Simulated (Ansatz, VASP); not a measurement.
SnPb3S4: VASP beside Ansatz

```
Sn Pb S
1.0
    -2.98644    2.98644    5.97206
     2.98644   -2.98644    5.97206
     2.98644    2.98644   -5.97206
Sn Pb S
1 3 4
Direct
  0.50000 0.50000 0.00000
  0.75000 0.25000 0.50000
  0.25000 0.75000 0.50000
  0.00000 0.00000 0.00000
  0.00000 0.50000 0.50000
  0.74589 0.74589 0.00000
  0.50000 0.00000 0.50000
  0.25411 0.25411 0.00000
```

Alike in both runs: functional PBE; k mesh 10 × 10 × 10; occupations gaussian, width 0.1 eV; no spin polarisation.

Ansatz relaxed the structure, and its values are those at the end. VASP's run is a single point on that final structure, the one shown.

|  | VASP | Ansatz |
| --- | --- | --- |
| version | VASP 6.6.1 | Ansatz 0.2.0 |
| potentials or method | VASP PAW PBE potentials, release 64 (Sn_d, Pb_d, S), cutoff 520 eV | scalar-relativistic, plane waves, PAW |
| valence electrons in the cell | 80 | 80 |

```csv
,VASP,Ansatz,Ansatz less VASP
gap on the k mesh at the Fermi level (eV),none,none,-
pressure (GPa),-0.1,0.0,+0.07
```

A gap of «none» marks a metal or a gap that the smearing closes.

Spin-orbit coupling is off throughout.
